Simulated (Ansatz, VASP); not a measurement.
# Two plane-wave programs on Pt

The input INCAR:

```
SYSTEM = Pt
PREC = Accurate ; ENCUT = 520
EDIFF = 1E-7 ; ISMEAR = 0
SIGMA = 0.15 ; LREAL = .False.
LASPH = .True. ; NELM = 100
ALGO = Fast ; ISIF = 2
LWAVE = .False. ; LCHARG = .True.
GGA = PE ; LELF = .True.
LVHAR = .True. ; NBANDS = 17
```

File KPOINTS:

```
Automatic mesh
0
Gamma
  18 18 12
  0 0 0
```

Contents of POSCAR:

```
Pt
1.0
    0.0000000000     -1.9579000000     -1.9579000000
    0.0000000000      1.9579000000     -1.9579000000
    3.9158000000      0.0000000000      0.0000000000
Pt
2
Direct
    0.5191531743      0.5191531743      0.5000000000
   -0.0191531743     -0.0191531743      0.0000000000
```

Input for Ansatz:

```yaml
crystal:
  lattice:
    - [0.0, -1.9579, -1.9579]
    - [0.0, 1.9579, -1.9579]
    - [3.9158, 0.0, 0.0]
  atoms:
    - { symbol: Pt, position: [0.5191531743, 0.5191531743, 0.5] }
    - { symbol: Pt, position: [-0.0191531743, -0.0191531743, 0.0] }
basis:
  ecutwfc: 420
kpoints:
  mp_grid: { grid: [18, 18, 12] }
hamiltonian:
  xc: pbe
scf:
  occupations: { method: gaussian, width: 0.15 }
output:
  forces: true
  stress: true
  eigenvalues: true
```

Change from the starting cell: mode 4 (134.1 1/cm) frozen in, largest displacement +0.075 Å.

Alike in both runs: task single point; functional PBE; k mesh 18 × 18 × 12; occupations gaussian, width 0.15 eV; no spin polarisation.

|  | VASP | Ansatz |
| --- | --- | --- |
| version | VASP 6.6.1 | Ansatz 0.2.0 |
| potentials or method | VASP PAW PBE potentials, release 64 (Pt), cutoff 520 eV | scalar-relativistic, plane waves, PAW |
| valence electrons in the cell | 20 | 36 |

|  | VASP | Ansatz | Ansatz less VASP |
| --- | --- | --- | --- |
| gap on the k mesh at the Fermi level (eV) | none | none | - |
| pressure (GPa) | 12.7 | 13.2 | +0.55 |
| traceless stress, the component that is largest in VASP (GPa) | -1.79 | -1.81 | -0.026 |
| rms of the force components (eV/Å) | 0.556 | 0.562 | +0.0056 |

Atom by atom the forces differ by 0.006 eV/Å (rms over components). A gap of «none» marks a metal or a gap that the smearing closes. VASP's potentials hold 20 valence electrons a cell and Ansatz's 36, so a difference there can come from the potentials and not from the codes.

Spin-orbit coupling is off throughout.
